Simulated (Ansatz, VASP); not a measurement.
**BeNi: VASP beside Ansatz**

```
CELL_PARAMETERS angstrom
2.58700 0.00000 0.00000
0.00000 2.58700 0.00000
0.00000 0.00000 2.58700
ATOMIC_POSITIONS crystal
Be 0.00000 0.00000 0.00000
Ni 0.50000 0.50000 0.50000
```

Alike in both runs: task single point; functional LDA; k mesh 4 × 4 × 4; occupations fermi-dirac, width 0.15 eV; collinear spin.

|  | VASP | Ansatz |
| --- | --- | --- |
| version | VASP 6.6.1 | Ansatz 0.2.0 |
| potentials or method | VASP PAW LDA potentials, release 64 (Be, Ni) | plane waves, PAW |
| plane-wave cutoff (eV) | 520 | 420 |
| valence electrons in the cell | 12 | 20 |

```csv
,VASP,Ansatz,Ansatz less VASP
net moment per atom (μB),0.00,0.00,0.000
```

LDA's correlation is that of Perdew and Zunger in VASP and of Perdew and Wang (1992) in Ansatz. VASP's potentials hold 12 valence electrons a cell and Ansatz's 20, so a difference there can come from the potentials and not from the codes. Ansatz's warnings: seeded moment not kept.

The k mesh is coarse, so the values compare programs but aren't converged.
